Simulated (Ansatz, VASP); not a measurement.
## AlN in VASP and in Ansatz

```
Al N
1.0
     3.95343    0.32519   -0.90450
     1.58603    4.69480   -0.52523
     0.52352    1.00086    2.64769
Al N
3 3
Cartesian
  4.8103 5.1571 1.5316
  2.2658 2.1493 -1.5221
  0.7683 1.1432 0.7196
  4.7660 3.3127 0.6734
  2.8336 4.9945 1.9838
  2.7450 1.3058 0.2674
```

Alike in both runs: functional PBE; k mesh 6 × 6 × 6; occupations gaussian, width 0.1 eV; no spin polarisation.

Ansatz relaxed the structure, and its values are those at the end. VASP's run is a single point on that final structure, the one shown.

```csv
,VASP,Ansatz
version,VASP 6.6.1,Ansatz 0.2.0
potentials or method,"VASP PAW PBE potentials, release 64 (Al, N), cutoff 520 eV","scalar-relativistic, plane waves, PAW"
valence electrons in the cell,24,24
```

```tsv
	VASP	Ansatz	Ansatz less VASP
gap on the k mesh at the Fermi level (eV)	4.41	4.43	+0.022
least direct gap on the mesh (eV)	4.84	4.87	+0.027
pressure (GPa)	-0.1	0.2	+0.27
```

The functional is the same, so the differences come from potentials, cutoffs and numerics.
